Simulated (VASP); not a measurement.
# Ba (I4/mmm) in VASP: further runs

Ba is run at these levels: PBE; tasks: single point.

Program: VASP 6.6.1. These are calculated values, not measurements. Logs are shortened: lines on timing, memory, paths and dates and some standing lists are left out, and cuts for length are marked.

### Step 1. The cell of the first run

The structure is tetragonal, space group I4/mmm (No. 139). The conventional cell has a = 4.750 Å, b = 4.750 Å, c = 5.250 Å, α = 90.00°, β = 90.00°, γ = 90.00°. Within 5.6 Å of Ba (site symmetry 4/mmm) lie 14 Ba at 4.26 to 5.25 Å.

### Step 2. Single point, PBE (strain -0.050 along x and y, +0.050 along z)

Contents of INCAR:

```
SYSTEM = Ba
  ALGO = Fast
  EDIFF = 1E-6
  ENCUT = 520
  GGA = PE
  ISIF = 2
  ISMEAR = 0
  LASPH = .TRUE.
  LCHARG = .FALSE.
  LREAL = .FALSE.
  LWAVE = .FALSE.
  NBANDS = 11
  NELM = 100
  PREC = Accurate
  SIGMA = 0.15
```

Contents of KPOINTS:

```
k-points
0
G
  14 14 14
  0 0 0
```

Contents of POSCAR:

```
Ba
1.0
   -2.3750000000      2.3750000000      2.6250000000
    2.3750000000     -2.3750000000      2.6250000000
    2.3750000000      2.3750000000     -2.6250000000
Ba
1
Direct
    0.0000000000      0.0000000000      0.0000000000
```

Potentials or basis: VASP PAW PBE potentials, release 64 (Ba_sv).

The run is started by

```bash
$ cat potpaw_PBE.64/Ba_sv/POTCAR > POTCAR
$ mpirun -np 1 vasp_std > vasp.out
```

OUTCAR:

```text
SYSTEM = Ba
   EDIFF = 1E-6
   ENCUT = 520
   GGA = PE
   ISIF = 2
   ISMEAR = 0
   LASPH = .TRUE.
   LREAL = .FALSE.
   NELM = 100
   PREC = Accurate

 ion  position               nearest neighbor table
   1  0.000  0.000  0.000-

  LATTYP: Found a body centered tetragonal cell.
 ALAT       =     4.7500000000
 C/A-ratio  =     1.1052631579

  Lattice vectors:

 A1 = (  -2.3750000000,   2.3750000000,   2.6250000000)
 A2 = (   2.3750000000,  -2.3750000000,   2.6250000000)
 A3 = (   2.3750000000,   2.3750000000,  -2.6250000000)

Analysis of symmetry for initial positions (statically):
=====================================================================
 Subroutine PRICEL returns:
 Original cell was already a primitive cell.

 Routine SETGRP: Setting up the symmetry group for a
 body centered tetragonal supercell.

 Subroutine GETGRP returns: Found 16 space group operations
 (whereof 16 operations were pure point group operations)
 out of a pool of 16 trial point group operations.

The static configuration has the point symmetry D_4h.

Analysis of symmetry for dynamics (positions and initial velocities):
=====================================================================
 Subroutine PRICEL returns:
 Original cell was already a primitive cell.

 Routine SETGRP: Setting up the symmetry group for a
 body centered tetragonal supercell.

 Subroutine GETGRP returns: Found 16 space group operations
 (whereof 16 operations were pure point group operations)
 out of a pool of 16 trial point group operations.

The dynamic configuration has the point symmetry D_4h.

 Subroutine INISYM returns: Found 16 space group operations
 (whereof 16 operations are pure point group operations),
 and found     1 'primitive' translations

----------------------------------------------------------------------------------------

                                     Primitive cell

  volume of cell :      59.2266

  direct lattice vectors                    reciprocal lattice vectors
    -2.375000000  2.375000000  2.625000000     0.000000000  0.210526316  0.190476190
     2.375000000 -2.375000000  2.625000000     0.210526316  0.000000000  0.190476190
     2.375000000  2.375000000 -2.625000000     0.210526316  0.210526316  0.000000000

  length of vectors
     4.262848226  4.262848226  4.262848226     0.283905810  0.283905810  0.297729171

  position of ions in fractional coordinates (direct lattice)
     0.000000000  0.000000000  0.000000000

  ion indices of the primitive-cell ions
   primitive index   ion index
[... 81 lines left out ...]
   POTIM  = 0.5000    time-step for ionic-motion
   TEBEG  =    0.0;   TEEND  =   0.0 temperature during run
   PSTRESS=    0.0 pullay stress
   NELECT =      10.0000    total number of electrons
   NUPDOWN=      -1.0000    fix difference up-down
   EMIN   =  10.00;   EMAX   =-10.00  energy-range for DOS
   EFERMI =   0.00;   METHOD = LEGACY
   ISMEAR =     0;   SIGMA  =   0.15  broadening in eV -4-tet -1-fermi 0-gaus
   EFERMI_NEDOS =   21; number of points for ismear=-14 and -15
   IALGO  =     68    algorithm
   IMIX   =      4    mixing-type and parameters
     AMIX     =   0.40;   BMIX     =  1.00
     AMIX_MAG =   1.60;   BMIX_MAG =  1.00
  volume/ion in A,a.u.               =      59.23       399.68
  Fermi-wavevector in a.u.,A,eV,Ry     =   0.904835  1.709890 11.139445  0.818726
  Thomas-Fermi vector in A             =   2.028330
   LORBIT       =      0    0 simple, 1 ext, 2 COOP (PROOUT), +10 PAW based schemes
   GGA     = PE    functional components
   LHFCALC =     F    Hartree Fock is set to
   AEXX    =    0.0000 exact exchange contribution
   IVDW    =     0    specifies the selected vdW correction
   LEPSILON=     F    determine dielectric tensor
   LRPA    =     F    only Hartree local field effects (RPA)
 non-spin polarized calculation
 RMM-DIIS sequential band-by-band and
 Gauss-broadening in eV      SIGMA  =   0.15
  energy-cutoff  :      520.00
  volume of cell :       59.23
 maximum number of plane-waves:      1616
   NGX = 15   NGY = 15   NGZ = 15

 number of electron      10.0000000 magnetization

 number of electron       9.9999999 magnetization

 Free energy of the ion-electron system (eV)
  ---------------------------------------------------
  ext. energy  EPLUGINS =         0.00000000
  ---------------------------------------------------
  free energy    TOTEN  =        -1.90018705 eV

  energy without entropy =       -1.88626501  energy(sigma->0) =       -1.89322603

 E-fermi :   1.8635     XC(G=0):  -7.6083

 val. band max:        1.8432105690   @ k =  -0.2857   0.4286   0.2857
 cond. band min:       1.8910540962   @ k =   0.3571   0.2857   0.0714
 fundamental gap:      0.0478435272
 Fermi energy:         1.8635186697

 k-point     1 :       0.0000    0.0000    0.0000
  band No.  band energies     occupation
      1     -26.9252      2.00000
      2     -11.8374      2.00000
      3     -11.8357      2.00000
      4     -11.8357      2.00000
      5      -0.9208      2.00000
      6       3.6017      0.00000
      7       3.6017      0.00000
      8       4.2023      0.00000
      9       4.7704      0.00000
     10       5.6345      0.00000
     11       8.5057      0.00000
[... 309 lines left out ...]
 k-point    24 :       0.2857    0.1429    0.0000
  band No.  band energies     occupation
      1     -26.8772      2.00000
      2     -12.2828      2.00000
      3     -12.0001      2.00000
      4     -11.8645      2.00000
      5       0.9730      2.00000
      6       2.6278      0.00000
      7       2.9203      0.00000
      8       4.8610      0.00000
      9       5.3636      0.00000
     10       6.6276      0.00000
     11       8.5145      0.00000

 [... further k-points ...]

------------------------ aborting loop because EDIFF is reached ----------------------------------------

  FORCE on cell =-STRESS in cart. coord.  units (eV):
  Direction    XX          YY          ZZ          XY          YZ          ZX
  --------------------------------------------------------------------------------------
  -------------------------------------------------------------------------------------
  Total        0.3175207      0.3175207      0.1778879      0.0000000      0.0000000      0.0000000
  in kB        8.5894650      8.5894650      4.8121648      0.0000000      0.0000000      0.0000000
  external PRESSURE =       7.3303649 kB  Pullay stress =       0.0000000 kB

 VOLUME and BASIS-vectors are now :
 -----------------------------------------------------------------------------
  energy-cutoff  :      520.00
  volume of cell :       59.23
      direct lattice vectors                 reciprocal lattice vectors
    -2.375000000  2.375000000  2.625000000     0.000000000  0.210526316  0.190476190
     2.375000000 -2.375000000  2.625000000     0.210526316  0.000000000  0.190476190
     2.375000000  2.375000000 -2.625000000     0.210526316  0.210526316  0.000000000

 POSITION                                       TOTAL-FORCE (eV/Angst)
 -----------------------------------------------------------------------------------
      0.00000      0.00000      0.00000         0.000000      0.000000     -0.000000
 -----------------------------------------------------------------------------------
    total drift:                               -0.000000      0.000000     -0.000000

  FREE ENERGIE OF THE ION-ELECTRON SYSTEM (eV)
  ---------------------------------------------------
  free  energy   TOTEN  =        -1.9001870506 eV

  energy  without entropy=       -1.8862650140  energy(sigma->0) =       -1.89322603
```

OSZICAR:

```text
N       E                     dE             d eps       ncg     rms          rms(c)
DAV:   1     0.534610743453E+02    0.53461E+02   -0.42775E+03  5368   0.752E+02
DAV:   2     0.670670340426E+00   -0.52790E+02   -0.51398E+02  6518   0.138E+02
DAV:   3    -0.183252849630E+01   -0.25032E+01   -0.24863E+01  6919   0.307E+01
DAV:   4    -0.190012437540E+01   -0.67596E-01   -0.67509E-01  6950   0.480E+00
DAV:   5    -0.190201042392E+01   -0.18860E-02   -0.18859E-02  7207   0.635E-01    0.175E+00
RMM:   6    -0.190032405463E+01    0.16864E-02   -0.29477E-03  5734   0.560E-01    0.105E+00
RMM:   7    -0.189984435043E+01    0.47970E-03   -0.80755E-03  6213   0.998E-01    0.428E-02
RMM:   8    -0.190015349594E+01   -0.30915E-03   -0.14925E-03  7405   0.240E-01    0.198E-02
RMM:   9    -0.190018201170E+01   -0.28516E-04   -0.20935E-04  8093   0.644E-02    0.118E-02
RMM:  10    -0.190018653088E+01   -0.45192E-05   -0.38765E-05  7925   0.421E-02    0.508E-03
RMM:  11    -0.190018705063E+01   -0.51975E-06   -0.82654E-06  7370   0.140E-02
   1 F= -.19001871E+01 E0= -.18932260E+01  d E =-.139220E-01
```

Run time: 33 s. Hardware: 1 thread of Intel Xeon 6975P-C (Granite Rapids), shared host; peak memory 0.29 GiB.

Results:

```yaml
Free_energy: -1.9002 eV
Pressure: 0.7 GPa
Band_gap_on_the_k_mesh: zero (band 5 reaches 2.25 eV, above the bottom of band 6 at 1.32 eV)
```

Levels at points of the mesh, in eV from the Fermi level:
```
           k point  band 2  band 3  band 4  band 5  band 6  band 7  band 8  band 9
(0.00, 0.00, 0.00)  -13.70  -13.70  -13.70   -2.78    1.74    1.74    2.34    2.91
(0.50, 0.00, 0.00)  -14.26  -13.86  -13.70   -0.95    0.92    1.35    2.88    4.10
(0.50, 0.50, 0.00)  -14.25  -13.90  -13.74   -0.92    0.29    1.68    3.96    4.31
(0.50, 0.50, 0.50)  -14.15  -14.04  -14.04   -0.73   -0.54    3.94    4.89    5.04
```

Caveat: the cell differs from its parent crystal (strain -0.050 along x and y, +0.050 along z); spin-orbit coupling is left out, which moves the levels of the heavy elements.

[end of part 1 of 2]
